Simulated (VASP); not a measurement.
# Be3Pd2S (P6/mmm) in VASP: notebook, part 2 of 2

VASP 6.6.1.

## 4. Single point, PBE

This run uses another cell than the first one, of 11.77 Å³/atom, 0.907 times its volume.

INCAR reads:

```
SYSTEM = Be3Pd2S
PREC = Accurate
ENCUT = 520
EDIFF = 1E-7
ISMEAR = 0
SIGMA = 0.1
LREAL = .FALSE.
LASPH = .TRUE.
NELM = 60
ALGO = Normal
ISIF = 2
LWAVE = .FALSE.
LCHARG = .TRUE.
GGA = PE
LELF = .TRUE.
LVHAR = .TRUE.
NBANDS = 25
```

KPOINTS reads:

```
regular mesh
0
G
  6 6 6
  0 0 0
```

POSCAR reads:

```
Be3Pd2S
1.0
    5.3209128100      0.0000000000      0.0000000000
   -2.6604564000      4.6080456600      0.0000000000
    0.0000000000      0.0000000000      2.8798459400
Be Pd S
3 2 1
Direct
    0.5000000000      0.0000000000      0.5000000000
    0.5000000000      0.5000000000      0.5000000000
    0.0000000000      0.5000000000      0.5000000000
    0.3333333300      0.6666666700      0.0000000000
    0.6666666700      0.3333333300      0.0000000000
    0.0000000000      0.0000000000      0.0000000000
```

The run is started by

```bash
$ cat potpaw_PBE.64/Be/POTCAR potpaw_PBE.64/Pd/POTCAR potpaw_PBE.64/S/POTCAR > POTCAR
$ mpirun -np 1 vasp_std > vasp.out
```

Run time: 34 s. Hardware: 1 thread of Intel Xeon 6975P-C (Granite Rapids), shared host; peak memory 0.21 GiB.

Results (log left out):

```yaml
Free_energy: -23.8451 eV
Pressure: 30.8 GPa
Band_gap_on_the_k_mesh: zero (band 16 reaches 9.36 eV, above the bottom of band 17 at 7.68 eV)
```

Stress tensor (GPa, compression positive):
```
25.30  0.00  0.00
 0.00 25.30  0.00
 0.00  0.00 41.75
```

Levels at points of the mesh, in eV from the Fermi level:
| k point | band 13 | band 14 | band 15 | band 16 | band 17 | band 18 | band 19 | band 20 |
| --- | --- | --- | --- | --- | --- | --- | --- | --- |
| (0.00, 0.00, 0.00) | -1.94 | -1.94 | -0.98 | -0.98 | -0.51 | 1.12 | 3.27 | 3.27 |
| (0.50, 0.00, 0.00) | -3.47 | -3.34 | -0.11 | 0.28 | 1.43 | 1.86 | 1.87 | 3.54 |
| (0.00, 0.00, 0.50) | -1.95 | -1.87 | -0.96 | -0.88 | -0.88 | 1.56 | 1.56 | 2.19 |
| (0.50, 0.00, 0.50) | -3.03 | -2.66 | -2.36 | -1.60 | -0.02 | 1.46 | 2.90 | 3.64 |

Caveat: the k points lie up to 0.36 Å⁻¹ apart.

## 5. Single point, PBE

This run uses another cell than the first one, of 13.06 Å³/atom, 1.006 times its volume.

INCAR reads:

```
SYSTEM = Be3Pd2S
  PREC = Accurate
  ENCUT = 520
  EDIFF = 1E-6
  ISMEAR = 0
  SIGMA = 0.1
  LREAL = .False.
  LASPH = .True.
  NELM = 100
  ALGO = Normal
  ISIF = 2
  LWAVE = .False.
  LCHARG = .True.
  GGA = PE
  LELF = .True.
  LVHAR = .True.
  NBANDS = 25
```

KPOINTS reads:

```
Automatic mesh
0
Gamma
  6 6 6
  0 0 0
```

POSCAR reads:

```
Be3Pd2S
1.0
    4.9409642907     -0.0000000027      0.0000000000
   -2.4704821431      4.2790005963      0.0000000000
    0.0000000000      0.0000000000      3.7050865847
Be Pd S
3 2 1
Direct
    0.5000000000      0.0000000000      0.5000000000
    0.5000000000      0.5000000000      0.5000000000
    0.0000000000      0.5000000000      0.5000000000
    0.3333333333      0.6666666667      0.0000000000
    0.6666666667      0.3333333333      0.0000000000
    0.0000000000      0.0000000000      0.0000000000
```

Potentials or basis: VASP PAW PBE potentials, release 64 (Be, Pd, S).

The run is started by

```bash
$ cat potpaw_PBE.64/Be/POTCAR potpaw_PBE.64/Pd/POTCAR potpaw_PBE.64/S/POTCAR > POTCAR
$ mpirun -np 1 vasp_std > vasp.out
```

OUTCAR:

```text
SYSTEM = Be3Pd2S
   PREC = Accurate
   ENCUT = 520
   EDIFF = 1E-6
   ISMEAR = 0
   LREAL = .False.
   LASPH = .True.
   NELM = 100
   ISIF = 2
   GGA = PE

 ion  position               nearest neighbor table
   1  0.500  0.000  0.500-   4 2.34   5 2.34   4 2.34   5 2.34
   2  0.500  0.500  0.500-   4 2.34   5 2.34   4 2.34   5 2.34
   3  0.000  0.500  0.500-   4 2.34   5 2.34   4 2.34   5 2.34
   4  0.333  0.667  0.000-   3 2.34   3 2.34   1 2.34   1 2.34   2 2.34   2 2.34   5 2.85   5 2.85
                             6 2.85   6 2.85   6 2.85   5 2.85
   5  0.667  0.333  0.000-   3 2.34   3 2.34   1 2.34   1 2.34   2 2.34   2 2.34   4 2.85   4 2.85
                             6 2.85   6 2.85   6 2.85   4 2.85
   6  0.000  0.000  0.000-   4 2.85   5 2.85   5 2.85   4 2.85   5 2.85   4 2.85

  LATTYP: Found a hexagonal cell.
 ALAT       =     4.9409642907
 C/A-ratio  =     0.7498711520

  Lattice vectors:

 A1 = (   4.9409642907,  -0.0000000027,   0.0000000000)
 A2 = (  -2.4704821431,   4.2790005963,   0.0000000000)
 A3 = (   0.0000000000,   0.0000000000,   3.7050865847)

Analysis of symmetry for initial positions (statically):
[... 188 lines left out ...]

 k-point     1 :       0.0000    0.0000    0.0000
  band No.  band energies     occupation
      1      -6.0212      2.00000
      2       0.2524      2.00000
      3       1.4465      2.00000
      4       1.6781      2.00000
      5       1.6781      2.00000
      6       2.8406      2.00000
[... 661 lines left out ...]
     24      15.3887      0.00000
     25      15.8538      0.00000

 [... further k-points ...]

------------------------ aborting loop because EDIFF is reached ----------------------------------------

  FORCE on cell =-STRESS in cart. coord.  units (eV):
  Direction    XX          YY          ZZ          XY          YZ          ZX
  --------------------------------------------------------------------------------------
  -------------------------------------------------------------------------------------
  Total       -0.0511021     -0.0511021      0.1237254      0.0000000      0.0000000      0.0000000
  in kB       -1.0451936     -1.0451936      2.5305615      0.0000000      0.0000000      0.0000000
  external PRESSURE =       0.1467247 kB  Pullay stress =       0.0000000 kB

 VOLUME and BASIS-vectors are now :
 -----------------------------------------------------------------------------
  energy-cutoff  :      520.00
  volume of cell :       78.33
      direct lattice vectors                 reciprocal lattice vectors
     4.940964291 -0.000000003  0.000000000     0.202389643  0.116849715  0.000000000
    -2.470482143  4.279000596  0.000000000     0.000000000  0.233699430  0.000000000
     0.000000000  0.000000000  3.705086585     0.000000000  0.000000000  0.269899226

 POSITION                                       TOTAL-FORCE (eV/Angst)
 -----------------------------------------------------------------------------------
      2.47048     -0.00000      1.85254         0.000000      0.000000      0.000000
      1.23524      2.13950      1.85254         0.000000      0.000000      0.000000
     -1.23524      2.13950      1.85254         0.000000      0.000000      0.000000
      0.00000      2.85267      0.00000        -0.000000      0.000000      0.000000
      2.47048      1.42633      0.00000         0.000000     -0.000000     -0.000000
      0.00000      0.00000      0.00000         0.000000      0.000000      0.000000
 -----------------------------------------------------------------------------------
    total drift:                                0.000000     -0.000000      0.000000

  FREE ENERGIE OF THE ION-ELECTRON SYSTEM (eV)
  ---------------------------------------------------
  free  energy   TOTEN  =       -26.0320597929 eV

  energy  without entropy=      -26.0181373192  energy(sigma->0) =      -26.02509856
```

OSZICAR:

```text
N       E                     dE             d eps       ncg     rms          rms(c)
DAV:   1     0.142164816568E+03    0.14216E+03   -0.14419E+04  1400   0.116E+03
DAV:   2    -0.212229581869E+02   -0.16339E+03   -0.14982E+03  1589   0.244E+02
DAV:   3    -0.274585642720E+02   -0.62356E+01   -0.60430E+01  1740   0.483E+01
DAV:   4    -0.275534760191E+02   -0.94912E-01   -0.94788E-01  1637   0.677E+00
DAV:   5    -0.275553735555E+02   -0.18975E-02   -0.18972E-02  1834   0.974E-01    0.163E+01
DAV:   6    -0.264883203843E+02    0.10671E+01   -0.74122E+00  1635   0.239E+01    0.804E+00
DAV:   7    -0.260883705231E+02    0.39995E+00   -0.15219E+00  1626   0.123E+01    0.486E+00
DAV:   8    -0.260382304418E+02    0.50140E-01   -0.77873E-02  1711   0.195E+00    0.227E+00
DAV:   9    -0.260324634960E+02    0.57669E-02   -0.20607E-02  1637   0.995E-01    0.247E-01
DAV:  10    -0.260320350426E+02    0.42845E-03   -0.13131E-03  1757   0.302E-01    0.815E-02
DAV:  11    -0.260320608525E+02   -0.25810E-04   -0.17604E-04  1647   0.111E-01    0.363E-02
DAV:  12    -0.260320598267E+02    0.10257E-05   -0.28981E-05  1686   0.489E-02    0.875E-03
DAV:  13    -0.260320597929E+02    0.33833E-07   -0.30950E-06  1618   0.167E-02
   1 F= -.26032060E+02 E0= -.26025099E+02  d E =-.139225E-01
```

Run time: 47 s. Hardware: 1 thread of Intel Xeon 6975P-C (Granite Rapids), shared host; peak memory 0.22 GiB.

What came out:

```
Free energy            : -26.0321 eV
Pressure               : 0.0 GPa
Band gap on the k mesh : zero (band 16 reaches 8.47 eV, above the bottom of band 17 at 6.33 eV)
```

Stress tensor (GPa, compression positive):
```
-0.10  0.00  0.00
 0.00 -0.10  0.00
 0.00  0.00  0.25
```

Levels at points of the mesh, in eV from the Fermi level:
```csv
k point,band 12,band 13,band 14,band 15,band 16,band 17,band 18,band 19,band 20,band 21
"(0.00, 0.00, 0.00)",-3.28,-2.58,-0.73,-0.73,0.11,0.11,0.71,1.90,2.62,2.62
"(0.50, 0.00, 0.00)",-2.74,-2.56,-2.08,-1.32,0.43,0.96,1.97,2.11,3.58,4.49
"(0.00, 0.00, 0.50)",-3.75,-3.06,-2.60,-1.59,-0.37,-0.37,1.55,1.55,1.67,1.67
"(0.50, 0.00, 0.50)",-3.29,-3.14,-2.88,-2.60,-2.52,-0.61,1.85,2.03,3.76,4.36
```

## 6. Summary

```csv
task,cell,k mesh,cutoff (eV),gap on the mesh (eV),pressure (GPa)
single point,"a = 4.883, b = 4.883, c = 3.770 Å, angles 90.0, 90.0, 120.0°, 6 atoms",9 × 9 × 10,520,none,0.0
relaxation of cell and atoms,"relaxed from a = 4.941, b = 4.941, c = 3.705 Å, angles 90.0, 90.0, 120.0°, 6 atoms",9 × 9 × 10,600,none,0.0
single point,"a = 5.321, b = 5.321, c = 2.880 Å, angles 90.0, 90.0, 120.0°, 6 atoms",6 × 6 × 6,520,none,30.8
single point,"a = 4.941, b = 4.941, c = 3.705 Å, angles 90.0, 90.0, 120.0°, 6 atoms",6 × 6 × 6,520,none,0.0
```

Alike in all rows: level PBE; potentials or basis VASP PAW PBE potentials, release 64 (Be, Pd, S); no spin polarisation; smearing gaussian 0.1 eV.

Caveats: some runs use coarse meshes.

Total energies depend on the potentials used, so only differences within one code and one set of settings carry meaning.
